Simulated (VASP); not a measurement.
# LiC4 (Cmmm) in VASP: further runs, part 2 of 2

VASP 6.6.1.

### 4 Relaxation of cell and atoms, PBE

This run uses another cell than the first one, of 18.87 Å³/atom, 2.107 times its volume.

Input file INCAR:

```
SYSTEM = LiC4
PREC = Accurate
ENCUT = 600
EDIFF = 1E-6
ISMEAR = 0
SIGMA = 0.1
LREAL = .FALSE.
LASPH = .TRUE.
NELM = 100
ALGO = Normal
ISIF = 3
LWAVE = .FALSE.
LCHARG = .FALSE.
GGA = PE
IBRION = 2
NSW = 90
EDIFFG = -0.04
```

Input file KPOINTS:

```
Automatic mesh
0
G
  4 4 6
  0 0 0
```

Input file POSCAR:

```
LiC4
1.0
    3.7160365700     -3.7160365700      0.0000000000
    3.7160365700      3.7160365700      0.0000000000
    0.0000000000      0.0000000000      3.4159250600
Li C
1 4
Direct
    0.0000000000      0.0000000000      0.0000000000
    0.6950000000      0.3050000000      0.0000000000
    0.3050000000      0.6950000000      0.0000000000
    0.8050000000      0.8050000000      0.5000000000
    0.1950000000      0.1950000000      0.5000000000
```

Launch:

```bash
> cat potpaw_PBE.64/Li_sv/POTCAR potpaw_PBE.64/C/POTCAR > POTCAR
> mpirun -np 1 vasp_std > vasp.out
```

Wall time 9.9 min (1 thread of Intel Xeon 6975P-C (Granite Rapids), shared host); peak memory 0.23 GiB.

Results (log left out):

| Property | Result |
| --- | --- |
| Free energy | -27.7748 eV |
| Relaxed volume | 9.57 Å³/atom |
| Relaxed cell | a = 3.961 Å, b = 3.961 Å, c = 3.082 Å, α = 90.00°, β = 90.00°, γ = 98.21° |
| Space group after relaxing (to 0.05 Å) | Cmmm (No. 65) |
| Energy gained by relaxing | 2740.7 meV/atom |
| Ionic steps | 45 |
| Pressure after relaxing | 0.0 GPa |
| Largest force after relaxing | 0.036 eV/Å |

Forces in eV/Å, atoms in the order of the input:
```
Li   0.000  0.000  0.000
C    0.000  0.036  0.000
C    0.000 -0.036  0.000
C   -0.015  0.000  0.000
C    0.015  0.000  0.000
```

Stress tensor (GPa, compression positive):
```
 0.28  0.00  0.00
 0.00 -0.25  0.00
 0.00  0.00 -0.10
```

Step by step:
```csv
step,energy change (eV),largest force (eV/Å),pressure (GPa),volume (Å³)
1,0.0000,0.5325,-14.15,94.34
3,-2.3449,7.6880,79.44,29.34
5,-4.2947,5.6848,18.33,38.43
7,-5.7179,6.4307,9.90,39.09
9,-5.5736,7.1299,18.27,36.96
11,-7.2562,4.9648,78.34,30.70
13,-8.2362,2.7402,51.93,32.65
15,-10.5181,2.4638,-6.37,51.51
17,-11.2852,4.0697,-18.25,51.99
19,39.8206,292.4588,204.12,53.16
21,-10.4218,15.6252,10.27,52.88
23,-11.9666,3.2257,-10.91,52.71
25,-12.1433,3.0304,-6.71,51.79
27,-12.2945,3.1248,-9.13,51.52
29,-13.5128,2.0793,-7.50,47.80
31,-13.5205,2.0269,-7.20,47.53
33,-13.5875,1.4978,-5.37,47.00
35,-13.6643,0.8139,2.94,45.83
37,-13.6870,0.1190,1.67,46.13
39,-13.6929,0.2267,0.95,46.45
41,-13.6989,0.2208,0.57,46.97
43,-13.7029,0.0371,0.60,47.55
45,-13.7035,0.0358,-0.02,47.86
```

Final structure:
```cif
data_structure
_symmetry_space_group_name_H-M 'P 1'
_symmetry_Int_Tables_number 1
_cell_length_a 3.9612
_cell_length_b 3.9612
_cell_length_c 3.0818
_cell_angle_alpha 90.000
_cell_angle_beta 90.000
_cell_angle_gamma 98.206
_cell_volume 47.86
loop_
_atom_site_label
_atom_site_type_symbol
_atom_site_fract_x
_atom_site_fract_y
_atom_site_fract_z
_atom_site_occupancy
Li1 Li 0.00000 0.00000 0.00000 1
C1 C 0.62378 0.37622 0.00000 1
C2 C 0.37622 0.62378 0.00000 1
C3 C 0.64094 0.64094 0.50000 1
C4 C 0.35906 0.35906 0.50000 1
```

Levels at points of the mesh, in eV from the Fermi level:
| k point | band 5 | band 6 | band 7 | band 8 | band 9 | band 10 | band 11 | band 12 | band 13 |
| --- | --- | --- | --- | --- | --- | --- | --- | --- | --- |
| (0.00, 0.00, 0.00) | -7.98 | -6.74 | -5.43 | -2.30 | -1.11 | 1.23 | 1.90 | 2.35 | 2.50 |
| (0.50, 0.00, 0.00) | -7.96 | -6.69 | -4.37 | -1.99 | -0.02 | 1.11 | 1.52 | 1.72 | 2.51 |
| (0.50, 0.50, 0.00) | -8.25 | -6.64 | -3.33 | -1.87 | 0.80 | 1.34 | 1.61 | 1.93 | 1.99 |
| (0.00, 0.00, 0.50) | -5.39 | -5.23 | -5.18 | -3.40 | -3.10 | 0.77 | 1.33 | 4.61 | 4.69 |
| (0.50, 0.00, 0.50) | -6.73 | -5.24 | -5.15 | -2.69 | -2.12 | 2.21 | 2.43 | 4.14 | 4.58 |
| (0.50, 0.50, 0.50) | -6.55 | -6.36 | -6.24 | -2.63 | -1.52 | 3.69 | 3.73 | 3.95 | 3.96 |

Caveat: the cutoff is under 1.25 times the usual one of these potentials, so pressure, stress and relaxed cells hold a basis-set (Pulay) error; the volume moved by over 15 % at a fixed basis, so the end points are rough.

### 5 Single point, PBE

Input file INCAR:

```
PREC     = Accurate       # precision mode
ENCUT    = 910            # plane-wave cutoff, eV
EDIFF    = 1E-6           # SCF threshold, eV
ISMEAR   = 0              # smearing method
SIGMA    = 0.1            # smearing width, eV
LREAL    = False          # projectors in reciprocal space
LASPH    = True           # aspherical terms in the spheres
NELM     = 120            # most SCF steps
ALGO     = Normal         # electronic algorithm
ISIF     = 2              # what is computed and relaxed
LWAVE    = False          # write WAVECAR
LCHARG   = False          # write CHGCAR
GGA      = PE             # functional
NBANDS   = 18             # bands
GGA_COMPAT= False
```

Input file KPOINTS:

```
regular mesh
0
Gamma
  4 4 6
```

Input file POSCAR:

```
LiC4
1.0
    2.9984768755     -3.1440780155      0.0000000000
    2.9984768755      3.1440780155      0.0000000000
    0.0000000000      0.0000000000      2.3741441037
Li C
1 4
Direct
    0.0000000000      0.0000000000      0.0000000000
    0.6239896810      0.3760103190      0.0000000000
    0.3760103190      0.6239896810      0.0000000000
    0.6674876289      0.6674876289      0.5000000000
    0.3325123711      0.3325123711      0.5000000000
```

Potentials or basis: VASP PAW PBE potentials, release 64 (Li_sv, C_h).

Launch:

```bash
> cat potpaw_PBE.64/Li_sv/POTCAR potpaw_PBE.64/C_h/POTCAR > POTCAR
> mpirun -np 1 vasp_std > vasp.out
```

Wall time 21 s (1 thread of Intel Xeon 6975P-C (Granite Rapids), shared host); peak memory 0.22 GiB.

Results (log left out):

| Quantity | Value |
| --- | --- |
| Free energy | -27.7846 eV |
| Pressure | -0.3 GPa |
| Largest force | 0.034 eV/Å |

Forces on the atoms (eV/Å):
```
Li   0.000  0.000  0.000
C    0.000 -0.034  0.000
C    0.000  0.034  0.000
C    0.015  0.000  0.000
C   -0.015  0.000  0.000
```

Stress tensor (GPa, compression positive):
```
-0.44  0.00  0.00
 0.00 -0.24  0.00
 0.00  0.00 -0.21
```

Levels at points of the mesh, in eV from the Fermi level:
```csv
k point,band 7,band 8,band 9,band 10,band 11,band 12
"(0.00, 0.00, 0.00)",-4.69,-3.53,-2.06,0.16,2.53,2.54
"(0.50, 0.00, 0.00)",-4.65,-4.21,-2.34,2.01,2.46,2.68
"(0.50, 0.50, 0.00)",-4.49,-4.22,-1.68,2.16,2.44,2.88
"(0.00, 0.00, 0.50)",-5.69,-3.89,-2.91,-0.75,0.09,2.23
"(0.50, 0.00, 0.50)",-5.97,-3.07,-2.64,-0.08,0.72,0.87
"(0.50, 0.50, 0.50)",-6.40,-3.64,-2.06,0.71,1.51,2.12
```

Caveat: the k points lie up to 0.44 Å⁻¹ apart; the cutoff is under 1.25 times the usual one of these potentials, so pressure, stress and relaxed cells hold a basis-set (Pulay) error.

### 6 The runs side by side

```csv
task,potentials or basis,cell,cutoff (eV),second run,gap on the mesh (eV),pressure (GPa),largest force (eV/Å)
single point,"VASP PAW PBE potentials, release 64 (Li_sv, C)","a = 4.345, b = 4.345, c = 2.374 Å, angles 90.0, 90.0, 92.7°, 5 atoms",520,-,none,-,0.10
single point,"VASP PAW PBE potentials, release 64 (Li_sv, C)","a = 5.255, b = 5.255, c = 3.416 Å, 5 atoms",520,-,none,-,0.53
relaxation of cell and atoms,"VASP PAW PBE potentials, release 64 (Li_sv, C)","relaxed from a = 5.255, b = 5.255, c = 3.416 Å, 5 atoms",600,-,none,0.0,0.04
single point,"VASP PAW PBE potentials, release 64 (Li_sv, C_h)","a = 4.345, b = 4.345, c = 2.374 Å, angles 90.0, 90.0, 92.7°, 5 atoms",910,hard_potentials,none,-0.3,0.03
```

Alike in all rows: level PBE; no spin polarisation; k mesh 4 × 4 × 6; smearing gaussian 0.1 eV.

Caveats: some runs use coarse meshes; the cutoff is under 1.25 times the usual one of these potentials, so pressure, stress and relaxed cells hold a basis-set (Pulay) error; the volume moved by over 15 % at a fixed basis, so the end points are rough (some runs).

Total energies depend on the potentials used, so only differences within one code and one set of settings carry meaning.
